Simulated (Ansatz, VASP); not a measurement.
Two plane-wave programs on Li3Cl2

```xyz
5
Lattice="1.7803 1.0279 8.8474 -1.7803 1.0279 8.8474 0.0000 -2.0557 8.8474" Properties=species:S:1:pos:R:3 pbc="T T T"
Li    0.0000    0.0000    0.0000
Li    0.0000    0.0000    5.8584
Li    0.0000    0.0000   20.6838
Cl    0.0000    0.0000   10.3559
Cl    0.0000    0.0000   16.1863
```

Alike in both runs: functional PBE; k mesh 12 × 12 × 12; occupations gaussian, width 0.1 eV; no spin polarisation.

Ansatz relaxed the structure, and its values are those at the end. VASP's run is a single point on that final structure, the one shown.

|  | VASP | Ansatz |
| --- | --- | --- |
| version | VASP 6.6.1 | Ansatz 0.2.0 |
| potentials or method | VASP PAW PBE potentials, release 64 (Li_sv, Cl), cutoff 520 eV | scalar-relativistic, plane waves, PAW |
| valence electrons in the cell | 23 | 23 |

```csv
,VASP,Ansatz,Ansatz less VASP
gap on the k mesh at the Fermi level (eV),none,none,-
rms of the force components (eV/Å),0.003,0.004,+0.0007
```

A gap of «none» marks a metal or a gap that the smearing closes.

Noted on VASP's run: the cutoff is under 1.25 times that of the potentials, so the pressure is a little rough.
